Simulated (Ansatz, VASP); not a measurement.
TaC3: VASP beside Ansatz

File INCAR:

```
SYSTEM = TaC3
ALGO = Normal
EDIFF = 1E-6
EDIFFG = -0.01
ENCUT = 600
GGA = PE
IBRION = 2
ISIF = 3
ISMEAR = 0
LASPH = .True.
LCHARG = .False.
LREAL = .False.
LWAVE = .False.
NELM = 100
NSW = 100
PREC = Accurate
SIGMA = 0.1
```

Contents of KPOINTS:

```
k-points
0
Gamma
  12 12 12
  0 0 0
```

POSCAR

```
TaC3
1.0
    4.1868490740      0.0000000000      0.0000000000
    0.0000000000      4.1868490740      0.0000000000
    0.0000000000      0.0000000000      4.1868490740
Ta C
1 3
Direct
    0.5000000000      0.5000000000      0.5000000000
    0.0000000000      0.5000000000      0.5000000000
    0.5000000000      0.0000000000      0.5000000000
    0.5000000000      0.5000000000      0.0000000000
```

Input for Ansatz:

```yaml
crystal:
  lattice:
    - [4.186849074, 0.0, 0.0]
    - [0.0, 4.186849074, 0.0]
    - [0.0, 0.0, 4.186849074]
  atoms:
    - { symbol: Ta, position: [0.5, 0.5, 0.5] }
    - { symbol: C, position: [0.0, 0.5, 0.5] }
    - { symbol: C, position: [0.5, 0.0, 0.5] }
    - { symbol: C, position: [0.5, 0.5, 0.0] }
basis:
  ecutwfc: 420
kpoints:
  mp_grid: { grid: [12, 12, 12] }
hamiltonian:
  xc: pbe
scf:
  occupations: { method: gaussian, width: 0.1 }
output:
  forces: true
  stress: true
  eigenvalues: true
  write_density: true
  write_potential: true
  elf: true
  volumetric_format: npy
relax:
  adjacent_minimum: "off"
  f_tol: 0.01
  max_steps: 80
  cell: { stress_tol: 0.05 }
```

Alike in both runs: task relaxation of cell and atoms; functional PBE; k mesh 12 × 12 × 12; occupations gaussian, width 0.1 eV; no spin polarisation.

```csv
,VASP,Ansatz
version,VASP 6.6.1,Ansatz 0.2.0
potentials or method,"VASP PAW PBE potentials, release 64 (Ta_pv, C), cutoff 600 eV","scalar-relativistic, plane waves, PAW"
valence electrons in the cell,23,25
```

```tsv
	VASP	Ansatz	Ansatz less VASP
gap on the k mesh at the Fermi level, each at its own relaxed structure (eV)	none	none	-
relaxed volume (Å³/atom)	18.61	18.58	-0.029
relaxed length of the cell vector where the two differ most in proportion (Å)	4.206	4.204	-0.0022
```

A gap of «none» marks a metal or a gap that the smearing closes. VASP's potentials hold 23 valence electrons a cell and Ansatz's 25, so a difference there can come from the potentials and not from the codes.

Neither program's run includes spin-orbit coupling.
